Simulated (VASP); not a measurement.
# Si (P1) in VASP: notebook

Runs on Si. Level: r2SCAN. Tasks: single point.

Everything below comes from runs of VASP 6.6.1. Logs are shortened: lines on timing, memory, paths and dates and some standing lists are left out, and cuts for length are marked.

**1. The cell of the first run**

The typed cell holds 4 atoms: a = 3.832 Å, b = 3.832 Å, c = 6.342 Å, α = 90.00°, β = 90.00°, γ = 120.00°.

**2. Single point, r2SCAN (atom 1 (Si) moved by (-0.150, +0.150) A along x and z)**

The input, POSCAR:

```
Si
1.0
    3.8319083593      0.0000000000      0.0000000000
   -1.9159541797      3.3185299841      0.0000000000
    0.0000000000      0.0000000000      6.3418199252
Si
4
Direct
    0.2941883471      0.6666666667      0.0867433949
    0.6666666667      0.3333333333      0.5630908785
    0.3333333333      0.6666666667      0.4369091215
    0.6666666667      0.3333333333      0.9369091215
```

The input, INCAR.step1:

```
SYSTEM = Si
PREC = Accurate ; ENCUT = 520
ISMEAR = 0 ; SIGMA = 0.05
LREAL = .FALSE. ; LASPH = .TRUE.
NELM = 80 ; NBANDS = 16
GGA = PE ; ALGO = Normal
EDIFF = 1E-4 ; LWAVE = .TRUE.
LCHARG = .FALSE.
```

The input, INCAR.step2:

```
SYSTEM = Si
PREC = Accurate ; ENCUT = 520
EDIFF = 1E-6 ; ISMEAR = 0
SIGMA = 0.05 ; LREAL = .FALSE.
LASPH = .TRUE. ; NELM = 80
ALGO = Normal ; ISIF = 2
LWAVE = .FALSE. ; LCHARG = .FALSE.
METAGGA = R2SCAN ; LMIXTAU = .TRUE.
NBANDS = 16 ; ISTART = 1
```

The input, KPOINTS:

```
Automatic mesh
0
G
  12 12 4
  0 0 0
```

Potentials or basis: VASP PAW PBE potentials, release 64 (Si).

Started as:

```sh
cat potpaw_PBE.64/Si/POTCAR > POTCAR
cp INCAR.step1 INCAR
mpirun -np 1 vasp_std > vasp.out
cp INCAR.step2 INCAR
mpirun -np 1 vasp_std > vasp.out
```

OUTCAR:

```text
SYSTEM = Si
   PREC = Accurate
   ENCUT = 520
   EDIFF = 1E-6
   ISMEAR = 0
   LREAL = .FALSE.
   LASPH = .TRUE.
   NELM = 80
   ISIF = 2
   METAGGA = R2SCAN
   ISTART = 1

 ion  position               nearest neighbor table
   1  0.294  0.667  0.087-   3 2.23   4 2.29   4 2.41   4 2.53
   2  0.667  0.333  0.563-   3 2.35   3 2.35   3 2.35   4 2.37
   3  0.333  0.667  0.437-   1 2.23   2 2.35   2 2.35   2 2.35
   4  0.667  0.333  0.937-   1 2.29   2 2.37   1 2.41   1 2.53

  LATTYP: Found a hexagonal cell.
 ALAT       =     3.8319083593
 C/A-ratio  =     1.6550030247

  Lattice vectors:

 A1 = (   3.8319083593,   0.0000000000,   0.0000000000)
 A2 = (  -1.9159541797,   3.3185299841,   0.0000000000)
 A3 = (   0.0000000000,   0.0000000000,   6.3418199252)

Analysis of symmetry for initial positions (statically):
=====================================================================
 Subroutine PRICEL returns:
 Original cell was already a primitive cell.

 Routine SETGRP: Setting up the symmetry group for a
 hexagonal supercell.

 Subroutine GETGRP returns: Found  1 space group operations
 (whereof  1 operations were pure point group operations)
 out of a pool of 24 trial point group operations.

The static configuration has the point symmetry C_1 .

Analysis of symmetry for dynamics (positions and initial velocities):
=====================================================================
 Subroutine PRICEL returns:
 Original cell was already a primitive cell.

 Routine SETGRP: Setting up the symmetry group for a
 hexagonal supercell.

 Subroutine GETGRP returns: Found  1 space group operations
 (whereof  1 operations were pure point group operations)
 out of a pool of 24 trial point group operations.

The dynamic configuration has the point symmetry C_1 .

 Subroutine INISYM returns: Found  1 space group operations
 (whereof  1 operations are pure point group operations),
 and found     1 'primitive' translations

----------------------------------------------------------------------------------------

                                     Primitive cell

  volume of cell :      80.6445

  direct lattice vectors                    reciprocal lattice vectors
     3.831908359  0.000000000  0.000000000     0.260966575  0.150669122  0.000000000
    -1.915954180  3.318529984  0.000000000     0.000000000  0.301338245  0.000000000
     0.000000000  0.000000000  6.341819925     0.000000000  0.000000000  0.157683443

  length of vectors
[... 90 lines left out ...]
   IBRION =     -1    ionic relax: 0-MD 1-quasi-New 2-CG
   NFREE  =      0    steps in history (QN), initial steepest desc. (CG)
   ISIF   =      2    stress and relaxation
   ISYM   =      2    0-nonsym 1-usesym 2-fastsym
   POTIM  = 0.5000    time-step for ionic-motion
   TEBEG  =    0.0;   TEEND  =   0.0 temperature during run
   PSTRESS=    0.0 pullay stress
   NELECT =      16.0000    total number of electrons
   NUPDOWN=      -1.0000    fix difference up-down
   EMIN   =  10.00;   EMAX   =-10.00  energy-range for DOS
   EFERMI =   0.00;   METHOD = LEGACY
   ISMEAR =     0;   SIGMA  =   0.05  broadening in eV -4-tet -1-fermi 0-gaus
   EFERMI_NEDOS =   21; number of points for ismear=-14 and -15
   IALGO  =     38    algorithm
   IMIX   =      4    mixing-type and parameters
     AMIX     =   0.40;   BMIX     =  1.00
     AMIX_MAG =   1.60;   BMIX_MAG =  1.00
  volume/ion in A,a.u.               =      20.16       136.05
  Fermi-wavevector in a.u.,A,eV,Ry     =   0.954824  1.804355 12.404275  0.911688
  Thomas-Fermi vector in A             =   2.083606
   LORBIT       =      0    0 simple, 1 ext, 2 COOP (PROOUT), +10 PAW based schemes
   METAGGA = R2SCAN    functional components
   LHFCALC =     F    Hartree Fock is set to
   AEXX    =    0.0000 exact exchange contribution
   IVDW    =     0    specifies the selected vdW correction
   LEPSILON=     F    determine dielectric tensor
   LRPA    =     F    only Hartree local field effects (RPA)
 non-spin polarized calculation
 Gauss-broadening in eV      SIGMA  =   0.05
  energy-cutoff  :      520.00
  volume of cell :       80.64
 maximum number of plane-waves:      2208
   NGX = 15   NGY = 15   NGZ = 23

 number of electron      16.0000000 magnetization

 Free energy of the ion-electron system (eV)
  ---------------------------------------------------
  ext. energy  EPLUGINS =         0.00000000
  ---------------------------------------------------
  free energy    TOTEN  =       -34.74379763 eV

  energy without entropy =      -34.74369503  energy(sigma->0) =      -34.74374633

 E-fermi :   6.5399     XC(G=0):  -9.8282

 val. band max:        6.5196041519   @ k =   0.5000   0.5000   0.0000
 cond. band min:       6.5752865049   @ k =   0.0000   0.5000   0.0000
 fundamental gap:      0.0556823531
 Fermi energy:         6.5398622459

 k-point     1 :       0.0000    0.0000    0.0000
  band No.  band energies     occupation
      1      -6.8734      2.00000
      2      -4.2721      2.00000
      3      -1.9185      2.00000
      4       4.1790      2.00000
      5       4.4955      2.00000
      6       5.0821      2.00000
[... 433 lines left out ...]
      3      -1.7132      2.00000
      4       1.8600      2.00000
      5       3.0965      2.00000
      6       3.6614      2.00000
[... 8 lines left out ...]
     15      11.5832      0.00000
     16      12.1291      0.00000

 [... further k-points ...]

------------------------ aborting loop because EDIFF is reached ----------------------------------------

  FORCE on cell =-STRESS in cart. coord.  units (eV):
  Direction    XX          YY          ZZ          XY          YZ          ZX
  --------------------------------------------------------------------------------------
  -------------------------------------------------------------------------------------
  Total       -0.5537810     -0.7115091      1.9385088      0.8090605      0.1797406      1.0932759
  in kB      -11.0020567    -14.1356665     38.5126673     16.0737352      3.5709346     21.7202891
  external PRESSURE =       4.4583147 kB  Pullay stress =       0.0000000 kB

 VOLUME and BASIS-vectors are now :
 -----------------------------------------------------------------------------
  energy-cutoff  :      520.00
  volume of cell :       80.64
      direct lattice vectors                 reciprocal lattice vectors
     3.831908359  0.000000000  0.000000000     0.260966575  0.150669122  0.000000000
    -1.915954180  3.318529984  0.000000000     0.000000000  0.301338245  0.000000000
     0.000000000  0.000000000  6.341819925     0.000000000  0.000000000  0.157683443

 POSITION                                       TOTAL-FORCE (eV/Angst)
 -----------------------------------------------------------------------------------
     -0.15000      2.21235      0.55011         1.488487      0.247786     -2.466737
      1.91595      1.10618      3.57102         0.032599      0.001161      0.226100
     -0.00000      2.21235      2.77080        -0.035246     -0.005540      1.448762
      1.91595      1.10618      5.94171        -1.485840     -0.243406      0.791875
 -----------------------------------------------------------------------------------
    total drift:                                0.000001     -0.000013     -0.000033

  FREE ENERGIE OF THE ION-ELECTRON SYSTEM (eV)
  ---------------------------------------------------
  free  energy   TOTEN  =       -34.7437976283 eV

  energy  without entropy=      -34.7436950318  energy(sigma->0) =      -34.74374633
```

Wall time 27 min (1 thread of Oxide Virtual Turin-like, shared host); peak memory 0.35 GiB.

Results:

```
Free energy            : -34.7438 eV
Pressure               : 0.4 GPa
Largest force          : 2.892 eV/Å
Band gap on the k mesh : zero (bands 8 and 9 overlap by 0.12 eV)
```

Forces in eV/Å, atoms in the order of the input:
```
Si   1.488  0.248 -2.467
Si   0.033  0.001  0.226
Si  -0.035 -0.006  1.449
Si  -1.486 -0.243  0.792
```

Stress tensor (GPa, compression positive):
```
-1.10  1.61  2.17
 1.61 -1.41  0.36
 2.17  0.36  3.85
```

Caveat: the cell differs from its parent crystal (atom 1 (Si) moved by (-0.150, +0.150) A along x and z); the stress differs along the axes, from -1 to 4 GPa; semilocal functionals underestimate gaps, and a narrow one can read as zero; the PAW data sets were made with another functional, which shifts forces and pressure a little.

**3. Single point, r2SCAN (atom 1 (Si) moved by (-0.300, +0.000) A along x and z)**

Changes to POSCAR since step 2:

```diff
@@ -8,3 +8,3 @@
 Direct
-    0.2941883471      0.6666666667      0.0867433949
+    0.2550433609      0.6666666667      0.0630908785
     0.6666666667      0.3333333333      0.5630908785
```

The input, INCAR.step1:

```
ALGO = Normal
EDIFF = 1E-4
ENCUT = 520
GGA = PE
ISMEAR = 0
LASPH = True
LCHARG = False
LREAL = False
LWAVE = True
NBANDS = 16
NELM = 100
PREC = Accurate
SIGMA = 0.05
```

The input, INCAR.step2:

```
ALGO = Normal
EDIFF = 1E-6
ENCUT = 520
ISIF = 2
ISMEAR = 0
ISTART = 1
LASPH = True
LCHARG = False
LMIXTAU = True
LREAL = False
LWAVE = False
METAGGA = R2SCAN
NBANDS = 16
NELM = 100
PREC = Accurate
SIGMA = 0.05
```

The input, KPOINTS:

```
k-points
0
Gamma
  12 12 4
```

Potentials or basis: VASP PAW PBE potentials, release 64 (Si).

Started as:

```sh
cat potpaw_PBE.64/Si/POTCAR > POTCAR
cp INCAR.step1 INCAR
mpirun -np 1 vasp_std > vasp.out
cp INCAR.step2 INCAR
mpirun -np 1 vasp_std > vasp.out
```

It took 23 min on 1 thread of Oxide Virtual Turin-like, shared host; peak memory 0.35 GiB.

Results (log left out):

```yaml
Free_energy: -34.4453 eV
Pressure: 1.5 GPa
Largest_force: 4.337 eV/Å
Band_gap_on_the_k_mesh: zero (bands 8 and 9 overlap by 0.53 eV)
```

Forces in eV/Å, atoms in the order of the input:
```
Si   4.022  1.289  0.982
Si   0.058  0.017  0.013
Si  -0.270 -0.023 -0.121
Si  -3.811 -1.283 -0.873
```

Stress tensor (GPa, compression positive):
```
2.87 5.24 4.03
5.24 1.49 1.67
4.03 1.67 0.03
```

Levels at points of the mesh, in eV from the Fermi level:
```tsv
k point	band 4	band 5	band 6	band 7	band 8	band 9	band 10	band 11	band 12	band 13
(0.00, 0.00, 0.00)	-2.66	-1.69	-1.12	-0.62	0.38	0.86	1.11	1.89	2.21	3.41
(0.50, 0.00, 0.00)	-7.24	-5.11	-3.93	-3.51	-1.76	0.32	2.34	2.96	3.16	4.60
(0.00, 0.50, 0.00)	-6.68	-5.34	-3.68	-3.43	-1.84	-0.05	1.90	2.81	2.91	4.37
(0.50, 0.50, 0.00)	-6.16	-5.45	-3.89	-3.21	-2.20	-0.15	1.88	2.32	2.87	4.06
(0.00, 0.00, 0.50)	-4.87	-2.31	-1.45	-1.44	-0.31	1.41	1.69	1.73	2.75	2.76
(0.50, 0.00, 0.50)	-7.98	-3.11	-3.05	-2.92	-2.49	0.40	0.74	1.23	1.73	5.62
(0.00, 0.50, 0.50)	-7.99	-3.49	-3.19	-2.89	-2.33	0.42	0.66	1.24	1.46	5.50
(0.50, 0.50, 0.50)	-7.16	-3.61	-3.21	-3.03	-2.90	0.41	0.76	1.19	1.77	5.43
```

Caveat: the cell differs from its parent crystal (atom 1 (Si) moved by (-0.300, +0.000) A along x and z); semilocal functionals underestimate gaps, and a narrow one can read as zero; the PAW data sets were made with another functional, which shifts forces and pressure a little.

**4. Single point, r2SCAN (atom 1 (Si) moved by (-0.300, +0.300) A along x and z)**

Changes to POSCAR since step 3:

```diff
@@ -8,3 +8,3 @@
 Direct
-    0.2550433609      0.6666666667      0.0630908785
+    0.2550433609      0.6666666667      0.1103959114
     0.6666666667      0.3333333333      0.5630908785
```

The input, INCAR.step1:

```
PREC     = Accurate       # precision mode
ENCUT    = 520            # plane-wave cutoff, eV
ISMEAR   = 0              # smearing method
SIGMA    = 0.05           # smearing width, eV
LREAL    = False          # projectors in reciprocal space
LASPH    = True           # aspherical terms in the spheres
NELM     = 60             # most SCF steps
NBANDS   = 16             # bands
GGA      = PE             # functional
ALGO     = Normal         # electronic algorithm
EDIFF    = 1E-4           # SCF threshold, eV
LWAVE    = True           # write WAVECAR
LCHARG   = False          # write CHGCAR
```

The input, INCAR.step2:

```
PREC     = Accurate       # precision mode
ENCUT    = 520            # plane-wave cutoff, eV
EDIFF    = 1E-6           # SCF threshold, eV
ISMEAR   = 0              # smearing method
SIGMA    = 0.05           # smearing width, eV
LREAL    = False          # projectors in reciprocal space
LASPH    = True           # aspherical terms in the spheres
NELM     = 60             # most SCF steps
ALGO     = Normal         # electronic algorithm
ISIF     = 2              # what is computed and relaxed
LWAVE    = False          # write WAVECAR
LCHARG   = False          # write CHGCAR
METAGGA  = R2SCAN         # meta-GGA
LMIXTAU  = True         
NBANDS   = 16             # bands
ISTART   = 1
```

The input, KPOINTS:

```
regular mesh
0
Gamma
  12 12 4
```

Started as:

```sh
cat potpaw_PBE.64/Si/POTCAR > POTCAR
cp INCAR.step1 INCAR
mpirun -np 1 vasp_std > vasp.out
cp INCAR.step2 INCAR
mpirun -np 1 vasp_std > vasp.out
```

Run time: 22 min. Hardware: 1 thread of Oxide Virtual Turin-like, shared host; peak memory 0.35 GiB.

It converged, with:

```yaml
Free_energy: -33.9113 eV
Pressure: 2.5 GPa
Largest_force: 5.557 eV/Å
Band_gap_on_the_k_mesh: zero (bands 8 and 9 overlap by 0.76 eV)
```

Forces on the atoms (eV/Å):
```
Si   1.729  0.780 -5.223
Si   0.095  0.004  0.464
Si   0.240 -0.022  3.604
Si  -2.065 -0.762  1.155
```

Stress tensor (GPa, compression positive):
```
-0.94  2.24  4.94
 2.24 -2.12  1.20
 4.94  1.20 10.60
```

Levels at points of the mesh, in eV from the Fermi level:
| k point | band 4 | band 5 | band 6 | band 7 | band 8 | band 9 | band 10 | band 11 | band 12 | band 13 |
| --- | --- | --- | --- | --- | --- | --- | --- | --- | --- | --- |
| (0.00, 0.00, 0.00) | -2.47 | -2.05 | -1.86 | -0.44 | 0.62 | 0.94 | 1.13 | 1.62 | 2.34 | 3.38 |
| (0.50, 0.00, 0.00) | -7.03 | -5.63 | -4.38 | -3.76 | -1.29 | 0.20 | 2.05 | 2.38 | 2.74 | 4.63 |
| (0.00, 0.50, 0.00) | -6.49 | -5.68 | -4.15 | -3.74 | -1.40 | -0.04 | 1.85 | 2.06 | 2.52 | 4.52 |
| (0.50, 0.50, 0.00) | -6.42 | -5.35 | -3.93 | -3.79 | -1.77 | -0.07 | 1.57 | 1.93 | 2.26 | 4.30 |
| (0.00, 0.00, 0.50) | -5.06 | -2.04 | -1.88 | -1.40 | -0.01 | 1.19 | 1.88 | 2.21 | 2.37 | 2.66 |
| (0.50, 0.00, 0.50) | -7.94 | -3.64 | -3.44 | -3.13 | -2.06 | -0.07 | 0.52 | 1.09 | 2.27 | 4.67 |
| (0.00, 0.50, 0.50) | -7.57 | -3.93 | -3.50 | -3.14 | -1.98 | 0.04 | 0.57 | 1.03 | 1.83 | 4.74 |
| (0.50, 0.50, 0.50) | -6.95 | -3.94 | -3.54 | -3.22 | -2.54 | 0.15 | 0.69 | 1.11 | 1.86 | 4.63 |

Caveat: the cell differs from its parent crystal (atom 1 (Si) moved by (-0.300, +0.300) A along x and z); the stress differs along the axes, from -2 to 11 GPa; semilocal functionals underestimate gaps, and a narrow one can read as zero; the PAW data sets were made with another functional, which shifts forces and pressure a little.

**5. The runs side by side**

| cell | gap on the mesh (eV) | pressure (GPa) | largest force (eV/Å) |
| --- | --- | --- | --- |
| as given, atomic positions A | none | 0.4 | 2.89 |
| as given, atomic positions B | none | 1.5 | 4.34 |
| as given, atomic positions C | none | 2.5 | 5.56 |

Alike in all rows: task single point; level r2SCAN; potentials or basis VASP PAW PBE potentials, release 64 (Si); no spin polarisation; k mesh 12 × 12 × 4; cutoff (eV) 520; smearing gaussian 0.05 eV.

Caveats: semilocal functionals underestimate gaps, and a narrow one can read as zero; the PAW data sets were made with another functional, which shifts forces and pressure a little; the stress differs along the axes, from -1 to 4 GPa (at least some runs); the stress differs along the axes, from -2 to 11 GPa (at least some runs).

Total energies depend on the potentials used, so only differences within one code and one set of settings carry meaning.

The gap in the log of VASP goes by the Fermi energy; the results here count the filled bands.